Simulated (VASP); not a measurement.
# SrTi2O4 (Fd-3m) in VASP: single point with PBE

Aim: the single point of SrTi2O4 with PBE.

All numbers are computed with VASP 6.6.1; they aren't measurements. Logs are shortened: lines on timing, memory, paths and dates and some standing lists are left out, and cuts for length are marked.

### 1 The cell of the first run

The structure is cubic, space group Fd-3m (No. 227). Conventional cell: a = 9.051 Å, b = 9.051 Å, c = 9.051 Å, α = 90.00°, β = 90.00°, γ = 90.00°. Sr (site symmetry -43m) has 4 O at 2.29 Å within 3.0 Å. Ti (site symmetry -3m) has 6 O at 2.09 Å within 2.8 Å. Within 2.8 Å of O (site symmetry 3m) lie 3 Ti at 2.09 Å and 1 Sr at 2.29 Å and 3 O at 2.65 Å.

### 2 Single point, PBE, collinear spin

File INCAR:

```
PREC     = Accurate       # precision mode
ENCUT    = 520            # plane-wave cutoff, eV
EDIFF    = 1E-6           # SCF threshold, eV
ISMEAR   = 0              # smearing method
SIGMA    = 0.15           # smearing width, eV
LREAL    = False          # projectors in reciprocal space
LASPH    = True           # aspherical terms in the spheres
NELM     = 150            # most SCF steps
ALGO     = Normal         # electronic algorithm
ISIF     = 2              # what is computed and relaxed
LWAVE    = False          # write WAVECAR
LCHARG   = False          # write CHGCAR
ISPIN    = 2              # spin polarisation
MAGMOM   = 0 0 1 1 1 1 0 0 0 0 0 0 0 0 # initial moments
LORBIT   = 11             # projections on sites
LMAXMIX  = 4              # l up to which the mixer works
GGA      = PE             # functional
NBANDS   = 75             # bands
```

File KPOINTS:

```
Automatic mesh
0
Gamma
  3 3 3
```

File POSCAR:

```
SrTi2O4
1.0
    0.0000000000      4.5255211663      4.5255211663
    4.5255211663      0.0000000000      4.5255211663
    4.5255211663      4.5255211663      0.0000000000
Sr Ti O
2 4 8
Direct
    0.7500000000      0.7500000000      0.7500000000
    0.5000000000      0.5000000000      0.5000000000
    0.1250000000      0.1250000000      0.6250000000
    0.6250000000      0.1250000000      0.1250000000
    0.1250000000      0.6250000000      0.1250000000
    0.1250000000      0.1250000000      0.1250000000
    0.8963034089      0.8963034089      0.8963034089
    0.8963034089      0.3110897732      0.8963034089
    0.3110897732      0.8963034089      0.8963034089
    0.3536965911      0.3536965911      0.9389102268
    0.8963034089      0.8963034089      0.3110897732
    0.3536965911      0.9389102268      0.3536965911
    0.9389102268      0.3536965911      0.3536965911
    0.3536965911      0.3536965911      0.3536965911
```

Potentials or basis: VASP PAW PBE potentials, release 64 (Sr_sv, Ti_sv, O).

Launch:

```bash
> cat potpaw_PBE.64/Sr_sv/POTCAR potpaw_PBE.64/Ti_sv/POTCAR potpaw_PBE.64/O/POTCAR > POTCAR
> mpirun -np 1 vasp_std > vasp.out
```

OUTCAR:

```text
PREC = Accurate
   ENCUT = 520
   EDIFF = 1E-6
   ISMEAR = 0
   LREAL = False
   LASPH = True
   NELM = 150
   ISIF = 2
   ISPIN = 2
   LORBIT = 11
   GGA = PE

 ion  position               nearest neighbor table
   1  0.750  0.750  0.750-   7 2.29   8 2.29   9 2.29  11 2.29   4 3.75   5 3.75   6 3.75   3 3.75
                             4 3.75   3 3.75   5 3.75   6 3.75   5 3.75   4 3.75   6 3.75   3 3.75
   2  0.500  0.500  0.500-  14 2.29  12 2.29  13 2.29  10 2.29   4 3.75   5 3.75   6 3.75   3 3.75
                             5 3.75   3 3.75   4 3.75   6 3.75   6 3.75   4 3.75   5 3.75   3 3.75
   3  0.125  0.125  0.625-   8 2.09   9 2.09  12 2.09  13 2.09   7 2.09  14 2.09   1 3.75   1 3.75
                             2 3.75   2 3.75   1 3.75   2 3.75
   4  0.625  0.125  0.125-   8 2.09  12 2.09  11 2.09  10 2.09   7 2.09  14 2.09   1 3.75   1 3.75
                             2 3.75   2 3.75   1 3.75   2 3.75
   5  0.125  0.625  0.125-   9 2.09  13 2.09  11 2.09  10 2.09   7 2.09  14 2.09   1 3.75   1 3.75
                             2 3.75   2 3.75   1 3.75   2 3.75
   6  0.125  0.125  0.125-   8 2.09   9 2.09  10 2.09  11 2.09  12 2.09  13 2.09   1 3.75   2 3.75
                             1 3.75   1 3.75   2 3.75   2 3.75
   7  0.896  0.896  0.896-   3 2.09   4 2.09   5 2.09   1 2.29
   8  0.896  0.311  0.896-   4 2.09   3 2.09   6 2.09   1 2.29
   9  0.311  0.896  0.896-   5 2.09   3 2.09   6 2.09   1 2.29
  10  0.354  0.354  0.939-   4 2.09   5 2.09   6 2.09   2 2.29
  11  0.896  0.896  0.311-   4 2.09   5 2.09   6 2.09   1 2.29
  12  0.354  0.939  0.354-   4 2.09   3 2.09   6 2.09   2 2.29
  13  0.939  0.354  0.354-   5 2.09   3 2.09   6 2.09   2 2.29
  14  0.354  0.354  0.354-   3 2.09   4 2.09   5 2.09   2 2.29

  LATTYP: Found a face centered cubic cell.
 ALAT       =     9.0510423326

  Lattice vectors:

 A1 = (   0.0000000000,   4.5255211663,   4.5255211663)
 A2 = (   4.5255211663,   0.0000000000,   4.5255211663)
 A3 = (   4.5255211663,   4.5255211663,   0.0000000000)

Analysis of symmetry for initial positions (statically):
=====================================================================
 Subroutine PRICEL returns:
 Original cell was already a primitive cell.

 Routine SETGRP: Setting up the symmetry group for a
 face centered cubic supercell.

 Subroutine GETGRP returns: Found 48 space group operations
 (whereof 24 operations were pure point group operations)
 out of a pool of 48 trial point group operations.

The static configuration has the point symmetry T_d .
 The point group associated with its full space group is O_h .

Analysis of symmetry for dynamics (positions and initial velocities):
=====================================================================
 Subroutine PRICEL returns:
 Original cell was already a primitive cell.

 Routine SETGRP: Setting up the symmetry group for a
 face centered cubic supercell.

 Subroutine GETGRP returns: Found 48 space group operations
 (whereof 24 operations were pure point group operations)
 out of a pool of 48 trial point group operations.

The dynamic configuration has the point symmetry T_d .
 The point group associated with its full space group is O_h .

Analysis of structural, dynamic, and magnetic symmetry:
=====================================================================
 Subroutine PRICEL returns:
 Original cell was already a primitive cell.

 Routine SETGRP: Setting up the symmetry group for a
 face centered cubic supercell.

 Subroutine GETGRP returns: Found 48 space group operations
 (whereof 24 operations were pure point group operations)
 out of a pool of 48 trial point group operations.

The overall configuration has the point symmetry T_d .
 The point group associated with its full space group is O_h .

 Subroutine INISYM returns: Found 48 space group operations
 (whereof 24 operations are pure point group operations),
 and found     1 'primitive' translations

----------------------------------------------------------------------------------------

                                     Primitive cell

  volume of cell :     185.3684

  direct lattice vectors                    reciprocal lattice vectors
     0.000000000  4.525521166  4.525521166    -0.110484513  0.110484513  0.110484513
     4.525521166  0.000000000  4.525521166     0.110484513 -0.110484513  0.110484513
     4.525521166  4.525521166  0.000000000     0.110484513  0.110484513 -0.110484513

  length of vectors
     6.400053410  6.400053410  6.400053410     0.191364789  0.191364789  0.191364789

[... 94 lines left out ...]
   NELECT =     116.0000    total number of electrons
   NUPDOWN=      -1.0000    fix difference up-down
   EMIN   =  10.00;   EMAX   =-10.00  energy-range for DOS
   EFERMI =   0.00;   METHOD = LEGACY
   ISMEAR =     0;   SIGMA  =   0.15  broadening in eV -4-tet -1-fermi 0-gaus
   EFERMI_NEDOS =   21; number of points for ismear=-14 and -15
   IALGO  =     38    algorithm
   IMIX   =      4    mixing-type and parameters
     AMIX     =   0.40;   BMIX     =  1.00
     AMIX_MAG =   1.60;   BMIX_MAG =  1.00
  volume/ion in A,a.u.               =      13.24        89.35
  Fermi-wavevector in a.u.,A,eV,Ry     =   1.400282  2.646150 26.678170  1.960790
  Thomas-Fermi vector in A             =   2.523258
   LORBIT       =     11    0 simple, 1 ext, 2 COOP (PROOUT), +10 PAW based schemes
   GGA     = PE    functional components
   LHFCALC =     F    Hartree Fock is set to
   AEXX    =    0.0000 exact exchange contribution
   IVDW    =     0    specifies the selected vdW correction
   LEPSILON=     F    determine dielectric tensor
   LRPA    =     F    only Hartree local field effects (RPA)
 spin polarized calculation
 Gauss-broadening in eV      SIGMA  =   0.15
  energy-cutoff  :      520.00
  volume of cell :      185.37
 maximum number of plane-waves:      5029
   NGX = 23   NGY = 23   NGZ = 23

 number of electron     116.0000064 magnetization       1.4830150

 Free energy of the ion-electron system (eV)
  ---------------------------------------------------
  ext. energy  EPLUGINS =         0.00000000
  ---------------------------------------------------
  free energy    TOTEN  =      -113.10797596 eV

  energy without entropy =     -112.96533873  energy(sigma->0) =     -113.03665734

 E-fermi :   6.9466     XC(G=0): -10.5842

 val. band max:        6.8788272898   @ k =   0.3333   0.3333   0.0000
 cond. band min:       6.9476091421   @ k =   0.3333   0.3333   0.0000
 fundamental gap:      0.0687818523
 Fermi energy:         6.9466059621

 spin component 1

 k-point     1 :       0.0000    0.0000    0.0000
  band No.  band energies     occupation
      1     -51.8282      1.00000
      2     -51.7972      1.00000
      3     -51.7972      1.00000
      4     -51.7972      1.00000
      5     -28.5520      1.00000
      6     -28.5446      1.00000
[... 281 lines left out ...]
     69       8.5323      0.00000
     70       8.5998      0.00000
 Fermi energy:         6.9466059621

 spin component 2

 k-point     1 :       0.0000    0.0000    0.0000
  band No.  band energies     occupation
      1     -51.5067      1.00000
      2     -51.4753      1.00000
      3     -51.4753      1.00000
      4     -51.4753      1.00000
      5     -28.5415      1.00000
      6     -28.5130      1.00000
[... 281 lines left out ...]
     69       8.6556      0.00000
     70       8.7242      0.00000
 [bands above 70 left out]

------------------------ aborting loop because EDIFF is reached ----------------------------------------

  FORCE on cell =-STRESS in cart. coord.  units (eV):
  Direction    XX          YY          ZZ          XY          YZ          ZX
  --------------------------------------------------------------------------------------
  -------------------------------------------------------------------------------------
  Total        1.0024249      1.0024249      1.0024249     -0.0000000      0.0000000     -0.0000000
  in kB        8.6641637      8.6641637      8.6641637     -0.0000000      0.0000000     -0.0000000
  external PRESSURE =       8.6641637 kB  Pullay stress =       0.0000000 kB

 VOLUME and BASIS-vectors are now :
 -----------------------------------------------------------------------------
  energy-cutoff  :      520.00
  volume of cell :      185.37
      direct lattice vectors                 reciprocal lattice vectors
     0.000000000  4.525521166  4.525521166    -0.110484513  0.110484513  0.110484513
     4.525521166  0.000000000  4.525521166     0.110484513 -0.110484513  0.110484513
     4.525521166  4.525521166  0.000000000     0.110484513  0.110484513 -0.110484513

 POSITION                                       TOTAL-FORCE (eV/Angst)
 -----------------------------------------------------------------------------------
      6.78828      6.78828      6.78828         0.000000      0.000000      0.000000
      4.52552      4.52552      4.52552         0.000000      0.000000      0.000000
      3.39414      3.39414      1.13138         0.000000      0.000000      0.000000
      1.13138      3.39414      3.39414         0.000000      0.000000      0.000000
      3.39414      1.13138      3.39414         0.000000      0.000000      0.000000
      1.13138      1.13138      1.13138         0.000000      0.000000      0.000000
      8.11248      8.11248      8.11248         0.013957      0.013957      0.013957
      5.46408      8.11248      5.46408        -0.013957      0.013957     -0.013957
      8.11248      5.46408      5.46408         0.013957     -0.013957     -0.013957
      5.84972      5.84972      3.20132         0.013957      0.013957     -0.013957
      5.46408      5.46408      8.11248        -0.013957     -0.013957      0.013957
      5.84972      3.20132      5.84972         0.013957     -0.013957      0.013957
      3.20132      5.84972      5.84972        -0.013957      0.013957      0.013957
      3.20132      3.20132      3.20132        -0.013957     -0.013957     -0.013957
 -----------------------------------------------------------------------------------
    total drift:                               -0.000000     -0.000000      0.000000

  FREE ENERGIE OF THE ION-ELECTRON SYSTEM (eV)
  ---------------------------------------------------
  free  energy   TOTEN  =      -113.1079759611 eV

  energy  without entropy=     -112.9653387267  energy(sigma->0) =     -113.03665734

 total charge

# of ion       s       p       d       tot
------------------------------------------
    1        2.022   5.818   0.345   8.185
    2        2.022   5.818   0.345   8.185
    3        2.166   6.175   1.816  10.156
    4        2.166   6.175   1.816  10.156
    5        2.166   6.175   1.816  10.156
    6        2.166   6.175   1.816  10.156
    7        1.561   3.486   0.000   5.047
    8        1.561   3.486   0.000   5.047
    9        1.561   3.486   0.000   5.047
   10        1.561   3.486   0.000   5.047
   11        1.561   3.486   0.000   5.047
   12        1.561   3.486   0.000   5.047
   13        1.561   3.486   0.000   5.047
   14        1.561   3.486   0.000   5.047
--------------------------------------------------
tot         25.196  64.221   7.954  97.371

 magnetization (x)

# of ion       s       p       d       tot
------------------------------------------
    1       -0.000   0.000   0.005   0.005
    2       -0.000   0.000   0.005   0.005
    3        0.005   0.003   0.305   0.313
    4        0.005   0.003   0.305   0.313
    5        0.005   0.003   0.305   0.313
    6        0.005   0.003   0.305   0.313
    7        0.000  -0.001   0.000  -0.001
    8        0.000  -0.001   0.000  -0.001
    9        0.000  -0.001   0.000  -0.001
   10        0.000  -0.001   0.000  -0.001
   11        0.000  -0.001   0.000  -0.001
   12        0.000  -0.001   0.000  -0.001
   13        0.000  -0.001   0.000  -0.001
   14        0.000  -0.001   0.000  -0.001
--------------------------------------------------
tot          0.021   0.001   1.232   1.253
```

Wall time 2.3 min (1 thread of Intel Xeon Platinum 8559C (Emerald Rapids), shared host); peak memory 0.43 GiB.

What came out:

```
Free energy                                           : -113.1080 eV
Pressure                                              : 0.9 GPa
Largest force                                         : 0.024 eV/Å
Net moment                                            : 1.48 μB per cell
Site moments                                          : Sr +0.01; Ti +0.31; O -0.00 μB
Valence electrons inside the program's atomic spheres : Sr 8.19; Ti 10.16; O 5.05
```

Forces in eV/Å, atoms in the order of the input:
```
Sr   0.000  0.000  0.000
Sr   0.000  0.000  0.000
Ti   0.000  0.000  0.000
Ti   0.000  0.000  0.000
Ti   0.000  0.000  0.000
Ti   0.000  0.000  0.000
O    0.014  0.014  0.014
O   -0.014  0.014 -0.014
O    0.014 -0.014 -0.014
O    0.014  0.014 -0.014
O   -0.014 -0.014  0.014
O    0.014 -0.014  0.014
O   -0.014  0.014  0.014
O   -0.014 -0.014 -0.014
```

Levels at points of the mesh, in eV from the Fermi level:
Spin up:
| k point | band 56 | band 57 | band 58 | band 59 | band 60 | band 61 |
| --- | --- | --- | --- | --- | --- | --- |
| (0.00, 0.00, 0.00) | -4.25 | -1.13 | -1.13 | 0.04 | 0.09 | 0.09 |
Spin down:
| k point | band 54 | band 55 | band 56 | band 57 | band 58 | band 59 | band 60 | band 61 | band 62 | band 63 |
| --- | --- | --- | --- | --- | --- | --- | --- | --- | --- | --- |
| (0.00, 0.00, 0.00) | -4.25 | -4.25 | -4.25 | -0.82 | -0.82 | 0.30 | 0.54 | 0.54 | 0.54 | 0.83 |

Caveat: the k points lie up to 0.40 Å⁻¹ apart; semilocal functionals often make such compounds metallic where correlation or magnetic order opens a gap, which also shifts bond lengths.
